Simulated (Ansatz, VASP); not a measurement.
**One calculation of C3N, two programs**

```
C N
1.0
     3.68843    0.00000    0.00000
    -1.84421    3.19427    0.00000
     0.00000    0.00000    6.50593
C N
6 2
Direct
  0.76198 0.00000 0.75000
  0.76198 0.76198 0.25000
  0.23802 0.00000 0.25000
  0.23802 0.23802 0.75000
  0.00000 0.76198 0.75000
  0.00000 0.23802 0.25000
  0.00000 0.00000 0.50000
  0.00000 0.00000 0.00000
```

Change from the starting cell: species swapped into the ZrBr3 type (P6_3/mcm, No. 193).

Alike in both runs: functional PBE; k mesh 12 × 12 × 8; occupations gaussian, width 0.1 eV; no spin polarisation.

Ansatz relaxed the structure, and its values are those at the end. VASP's run is a single point on that final structure, the one shown.

|  | VASP | Ansatz |
| --- | --- | --- |
| version | VASP 6.6.1 | Ansatz 0.2.0 |
| potentials or method | VASP PAW PBE potentials, release 64 (C, N), cutoff 520 eV | scalar-relativistic, plane waves, PAW |
| valence electrons in the cell | 34 | 34 |

```csv
,VASP,Ansatz,Ansatz less VASP
gap on the k mesh at the Fermi level (eV),none,none,-
pressure (GPa),0.4,0.0,-0.37
rms of the force components (eV/Å),0.057,0.001,-0.0557
```

A gap of «none» marks a metal or a gap that the smearing closes. The functional is the same, so the differences come from potentials, cutoffs and numerics.
